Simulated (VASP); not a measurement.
# Ca2Al2O3 (I2_13) in VASP: single point with PBE

Aim: the single point of Ca2Al2O3 with PBE.

Everything below comes from runs of VASP 6.6.1. Logs are shortened: lines on timing, memory, paths and dates and some standing lists are left out, and cuts for length are marked.

## 1. The cell of the first run

The structure is cubic, space group I2_13 (No. 199). The conventional cell has a = 7.400 Å, b = 7.400 Å, c = 7.400 Å, α = 90.00°, β = 90.00°, γ = 90.00°. Within 3.3 Å of Ca (site symmetry 3) lie 6 O at 2.49 to 2.74 Å and 8 Al at 3.18 to 3.23 Å. Al (site symmetry 3) has 3 O at 1.86 Å within 2.5 Å. Within 2.5 Å of O (site symmetry 2) lie 2 Al at 1.86 Å and 2 Ca at 2.49 Å.

## 2. Single point, PBE

Contents of INCAR:

```
SYSTEM = Ca2Al2O3
PREC = Accurate
ENCUT = 520
EDIFF = 1E-6
ISMEAR = 0
SIGMA = 0.2
LREAL = .FALSE.
LASPH = .TRUE.
NELM = 60
ALGO = Normal
ISIF = 2
LWAVE = .FALSE.
LCHARG = .TRUE.
GGA = PE
LELF = .TRUE.
LVHAR = .TRUE.
NBANDS = 57
```

Contents of KPOINTS:

```
Automatic mesh
0
G
  3 3 3
  0 0 0
```

Contents of POSCAR:

```
Ca2Al2O3
1.0
   -3.6999855458      3.6999855458      3.6999855458
    3.6999855458     -3.6999855458      3.6999855458
    3.6999855458      3.6999855458     -3.6999855458
Ca Al O
4 4 6
Direct
    0.0028896003      0.5000000000      0.0000000000
    0.0000000000      0.0028896003      0.5000000000
    0.5000000000      0.0000000000      0.0028896003
    0.4971103997      0.4971103997      0.4971103997
    0.5000000000      0.0000000000      0.4994082722
    0.4994082722      0.5000000000      0.0000000000
    0.0000000000      0.4994082722      0.5000000000
    1.0005917278      1.0005917278      1.0005917278
    0.5257220938      0.7500000000      0.2757220938
    0.2500000000      0.2242779062     -0.0257220938
    0.7500000000      0.2757220938      0.5257220938
   -0.0257220938      0.2500000000      0.2242779062
    0.2242779062     -0.0257220938      0.2500000000
    0.2757220938      0.5257220938      0.7500000000
```

Potentials or basis: VASP PAW PBE potentials, release 64 (Ca_sv, Al, O).

On the command line:

```console
> cat potpaw_PBE.64/Ca_sv/POTCAR potpaw_PBE.64/Al/POTCAR potpaw_PBE.64/O/POTCAR > POTCAR
> mpirun -np 1 vasp_std > vasp.out
```

OUTCAR:

```text
SYSTEM = Ca2Al2O3
   PREC = Accurate
   ENCUT = 520
   EDIFF = 1E-6
   ISMEAR = 0
   LREAL = .FALSE.
   LASPH = .TRUE.
   NELM = 60
   ISIF = 2
   GGA = PE

 ion  position               nearest neighbor table
   1  0.003  0.500  0.000-  13 2.49  12 2.49  11 2.49   6 3.18   8 3.20   5 3.20   7 3.20   7 3.21
                             8 3.21   5 3.21   6 3.23
   2  0.000  0.003  0.500-   9 2.49  10 2.49  13 2.49   7 3.18   8 3.20   6 3.20   5 3.20   5 3.21
                             6 3.21   8 3.21   7 3.23
   3  0.500  0.000  0.003-  10 2.49  12 2.49  14 2.49   5 3.18   8 3.20   7 3.20   6 3.20   6 3.21
                             7 3.21   8 3.21   5 3.23
   4  0.497  0.497  0.497-   9 2.49  11 2.49  14 2.49   8 3.18   6 3.20   7 3.20   5 3.20   5 3.21
                             6 3.21   7 3.21   8 3.23
   5  0.500  0.000  0.499-   9 1.86  11 1.86  13 1.86   3 3.18   4 3.20   2 3.20   1 3.20   4 3.21
                             2 3.21   1 3.21   3 3.23
   6  0.499  0.500  0.000-   9 1.86  10 1.86  14 1.86   1 3.18   4 3.20   3 3.20   2 3.20   2 3.21
                             4 3.21   3 3.21   1 3.23
   7  0.000  0.499  0.500-  11 1.86  12 1.86  14 1.86   2 3.18   4 3.20   1 3.20   3 3.20   1 3.21
                             3 3.21   4 3.21   2 3.23
   8  0.001  0.001  0.001-  10 1.86  12 1.86  13 1.86   4 3.18   2 3.20   3 3.20   1 3.20   2 3.21
                             1 3.21   3 3.21   4 3.23
   9  0.526  0.750  0.276-   5 1.86   6 1.86   4 2.49   2 2.49
  10  0.250  0.224  0.974-   6 1.86   8 1.86   2 2.49   3 2.49
  11  0.750  0.276  0.526-   5 1.86   7 1.86   4 2.49   1 2.49
  12  0.974  0.250  0.224-   7 1.86   8 1.86   1 2.49   3 2.49
  13  0.224  0.974  0.250-   5 1.86   8 1.86   1 2.49   2 2.49
  14  0.276  0.526  0.750-   6 1.86   7 1.86   4 2.49   3 2.49

  LATTYP: Found a body centered cubic cell.
 ALAT       =     7.3999710916

  Lattice vectors:

 A1 = (  -3.6999855458,   3.6999855458,   3.6999855458)
 A2 = (   3.6999855458,  -3.6999855458,   3.6999855458)
 A3 = (   3.6999855458,   3.6999855458,  -3.6999855458)

Analysis of symmetry for initial positions (statically):
=====================================================================
 Subroutine PRICEL returns:
 Original cell was already a primitive cell.

 Routine SETGRP: Setting up the symmetry group for a
 body centered cubic supercell.

 Subroutine GETGRP returns: Found 12 space group operations
 (whereof  3 operations were pure point group operations)
 out of a pool of 48 trial point group operations.

The static configuration has the point symmetry C_3 .
 The point group associated with its full space group is T   .

Analysis of symmetry for dynamics (positions and initial velocities):
=====================================================================
 Subroutine PRICEL returns:
 Original cell was already a primitive cell.

 Routine SETGRP: Setting up the symmetry group for a
 body centered cubic supercell.

 Subroutine GETGRP returns: Found 12 space group operations
 (whereof  3 operations were pure point group operations)
 out of a pool of 48 trial point group operations.

The dynamic configuration has the point symmetry C_3 .
 The point group associated with its full space group is T   .

 Subroutine INISYM returns: Found 12 space group operations
 (whereof  3 operations are pure point group operations),
 and found     1 'primitive' translations

----------------------------------------------------------------------------------------

                                     Primitive cell

  volume of cell :     202.6096

  direct lattice vectors                    reciprocal lattice vectors
    -3.699985546  3.699985546  3.699985546     0.000000000  0.135135663  0.135135663
     3.699985546 -3.699985546  3.699985546     0.135135663  0.000000000  0.135135663
     3.699985546  3.699985546 -3.699985546     0.135135663  0.135135663  0.000000000

  length of vectors
     6.408562953  6.408562953  6.408562953     0.191110687  0.191110687  0.191110687

  position of ions in fractional coordinates (direct lattice)
     0.002889600  0.500000000  0.000000000
     0.000000000  0.002889600  0.500000000
     0.500000000  0.000000000  0.002889600
     0.497110400  0.497110400  0.497110400
     0.500000000  0.000000000  0.499408272
     0.499408272  0.500000000  0.000000000
     0.000000000  0.499408272  0.500000000
     0.000591728  0.000591728  0.000591728
[... 36 lines left out ...]
     0.045045221  0.000000000  0.045045221     0.000000000  0.333333333  0.000000000
     0.045045221  0.045045221  0.000000000     0.000000000  0.000000000  0.333333333

  Length of vectors
     0.063703562  0.063703562  0.063703562

  Shift w.r.t. Gamma in fractional coordinates (k-lattice)
     0.000000000  0.000000000  0.000000000

 Subroutine IBZKPT returns following result:
 ===========================================

 Found      4 irreducible k-points:

 Following reciprocal coordinates:
            Coordinates               Weight
  0.000000  0.000000  0.000000      1.000000
  0.333333  0.000000  0.000000     12.000000
  0.333333  0.333333  0.000000      8.000000
 -0.333333  0.333333  0.333333      6.000000
   k-points           NKPTS =      4   k-points in BZ     NKDIM =      4   number of bands    NBANDS=     57
   number of dos      NEDOS =    301   number of ions     NIONS =     14
   total plane-waves  NPLWV = 110592
   dimension x,y,z NGX =    48 NGY =   48 NGZ =   48
   dimension x,y,z NGXF=    96 NGYF=   96 NGZF=   96
   ions per type =               4   4   6
   NGX,Y,Z   is equivalent  to a cutoff of  12.45, 12.45, 12.45 a.u.
   NGXF,Y,Z  is equivalent  to a cutoff of  24.90, 24.90, 24.90 a.u.
 SYSTEM =  Ca2Al2O3
   PREC   = accura    normal or accurate (medium, high low for compatibility)
   ISTART =      0    job   : 0-new  1-cont  2-samecut
   ICHARG =      2    charge: 1-file 2-atom 10-const
   ISPIN  =      1    spin polarized calculation?
   LNONCOLLINEAR =      F non collinear calculations
   LSORBIT =      F    spin-orbit coupling
   LASPH  =      T    aspherical Exc in radial PAW
   ENCUT  =  520.0 eV  38.22 Ry    6.18 a.u.  11.92 11.92 11.92*2*pi/ulx,y,z
   NELM   =     60;   NELMIN=  2; NELMDL= -5     # of ELM steps
   EDIFF  = 0.1E-05   stopping-criterion for ELM
   LREAL  =      F    real-space projection
   EDIFFG = 0.1E-04   stopping-criterion for IOM
   NSW    =      0    number of steps for IOM
   IBRION =     -1    ionic relax: 0-MD 1-quasi-New 2-CG
   NFREE  =      0    steps in history (QN), initial steepest desc. (CG)
   ISIF   =      2    stress and relaxation
   ISYM   =      2    0-nonsym 1-usesym 2-fastsym
   POTIM  = 0.5000    time-step for ionic-motion
   TEBEG  =    0.0;   TEEND  =   0.0 temperature during run
   PSTRESS=    0.0 pullay stress
   NELECT =      88.0000    total number of electrons
   NUPDOWN=      -1.0000    fix difference up-down
   EMIN   =  10.00;   EMAX   =-10.00  energy-range for DOS
   EFERMI =   0.00;   METHOD = LEGACY
   ISMEAR =     0;   SIGMA  =   0.20  broadening in eV -4-tet -1-fermi 0-gaus
   EFERMI_NEDOS =   21; number of points for ismear=-14 and -15
   IALGO  =     38    algorithm
   IMIX   =      4    mixing-type and parameters
     AMIX     =   0.40;   BMIX     =  1.00
     AMIX_MAG =   1.60;   BMIX_MAG =  1.00
  volume/ion in A,a.u.               =      14.47        97.66
  Fermi-wavevector in a.u.,A,eV,Ry     =   1.239793  2.342868 20.913320  1.537086
  Thomas-Fermi vector in A             =   2.374261
   LORBIT       =      0    0 simple, 1 ext, 2 COOP (PROOUT), +10 PAW based schemes
   GGA     = PE    functional components
   LHFCALC =     F    Hartree Fock is set to
   AEXX    =    0.0000 exact exchange contribution
   IVDW    =     0    specifies the selected vdW correction
   LEPSILON=     F    determine dielectric tensor
   LRPA    =     F    only Hartree local field effects (RPA)
 non-spin polarized calculation
 Gauss-broadening in eV      SIGMA  =   0.20
  energy-cutoff  :      520.00
  volume of cell :      202.61
 maximum number of plane-waves:      5478
   NGX = 23   NGY = 23   NGZ = 23

 number of electron      87.9999986 magnetization

 Free energy of the ion-electron system (eV)
  ---------------------------------------------------
  ext. energy  EPLUGINS =         0.00000000
  ---------------------------------------------------
  free energy    TOTEN  =       -84.46164209 eV

  energy without entropy =      -84.40664269  energy(sigma->0) =      -84.43414239

 E-fermi :   6.3897     XC(G=0): -10.1671

 val. band max:        6.3842536802   @ k =  -0.3333   0.3333   0.3333
 cond. band min:       6.4710129028   @ k =  -0.3333   0.3333   0.3333
 fundamental gap:      0.0867592226
 Fermi energy:         6.3896512566

 k-point     1 :       0.0000    0.0000    0.0000
  band No.  band energies     occupation
      1     -35.2265      2.00000
      2     -35.2026      2.00000
      3     -35.2026      2.00000
      4     -35.2026      2.00000
      5     -16.5211      2.00000
      6     -16.5211      2.00000
[... 225 lines left out ...]
     55       9.8824      0.00000
     56       9.9211      0.00000
 [bands above 56 left out]

------------------------ aborting loop because EDIFF is reached ----------------------------------------

  FORCE on cell =-STRESS in cart. coord.  units (eV):
  Direction    XX          YY          ZZ          XY          YZ          ZX
  --------------------------------------------------------------------------------------
  -------------------------------------------------------------------------------------
  Total        0.3335507      0.3335507      0.3335507      0.0000000     -0.0000000      0.0000000
  in kB        2.6376210      2.6376210      2.6376210      0.0000000     -0.0000000      0.0000000
  external PRESSURE =       2.6376210 kB  Pullay stress =       0.0000000 kB

 VOLUME and BASIS-vectors are now :
 -----------------------------------------------------------------------------
  energy-cutoff  :      520.00
  volume of cell :      202.61
      direct lattice vectors                 reciprocal lattice vectors
    -3.699985546  3.699985546  3.699985546     0.000000000  0.135135663  0.135135663
     3.699985546 -3.699985546  3.699985546     0.135135663  0.000000000  0.135135663
     3.699985546  3.699985546 -3.699985546     0.135135663  0.135135663  0.000000000

 POSITION                                       TOTAL-FORCE (eV/Angst)
 -----------------------------------------------------------------------------------
      1.83930     -1.83930      1.86068         0.010312     -0.010312     -0.010312
      1.86068      1.83930     -1.83930        -0.010312      0.010312     -0.010312
     -1.83930      1.86068      1.83930        -0.010312     -0.010312      0.010312
      1.83930      1.83930      1.83930         0.010312      0.010312      0.010312
     -0.00219      3.69780      0.00219         0.001461      0.001461     -0.001461
      0.00219     -0.00219      3.69780        -0.001461      0.001461      0.001461
      3.69780      0.00219     -0.00219         0.001461     -0.001461      0.001461
      0.00219      0.00219      0.00219        -0.001461     -0.001461     -0.001461
      1.84999      0.19034      3.69999         0.000000      0.013778      0.000000
      3.50964      3.69999     -1.84999        -0.013778      0.000000      0.000000
      0.19034      3.69999      1.84999         0.013778      0.000000      0.000000
     -1.84999      3.50964      3.69999         0.000000     -0.013778      0.000000
      3.69999     -1.84999      3.50964         0.000000      0.000000     -0.013778
      3.69999      1.84999      0.19034         0.000000      0.000000      0.013778
 -----------------------------------------------------------------------------------
    total drift:                               -0.000000     -0.000000     -0.000000

  FREE ENERGIE OF THE ION-ELECTRON SYSTEM (eV)
  ---------------------------------------------------
  free  energy   TOTEN  =       -84.4616420877 eV

  energy  without entropy=      -84.4066426864  energy(sigma->0) =      -84.43414239
```

Run time: 1.7 min. Hardware: 1 thread of Intel Xeon Platinum 8259CL at 2.50GHz (Skylake/Cascade Lake), shared host; peak memory 0.33 GiB.

What came out:

- Free energy: -84.4616 eV
- Pressure: 0.3 GPa
- Largest force: 0.018 eV/Å
- Band gap on the k mesh: zero (band 44 reaches 6.38 eV, above the bottom of band 45 at 6.35 eV)

Forces on the atoms (eV/Å):
```
Ca   0.010 -0.010 -0.010
Ca  -0.010  0.010 -0.010
Ca  -0.010 -0.010  0.010
Ca   0.010  0.010  0.010
Al   0.001  0.001 -0.001
Al  -0.001  0.001  0.001
Al   0.001 -0.001  0.001
Al  -0.001 -0.001 -0.001
O    0.000  0.014  0.000
O   -0.014  0.000  0.000
O    0.014  0.000  0.000
O    0.000 -0.014  0.000
O    0.000  0.000 -0.014
O    0.000  0.000  0.014
```

Levels at points of the mesh, in eV from the Fermi level:
```tsv
k point	band 40	band 41	band 42	band 43	band 44	band 45	band 46	band 47	band 48	band 49
(0.00, 0.00, 0.00)	-4.30	-4.13	-1.19	-1.19	-1.19	-0.04	-0.04	2.60	2.60	2.93
```

Caveat: the k points lie up to 0.40 Å⁻¹ apart.
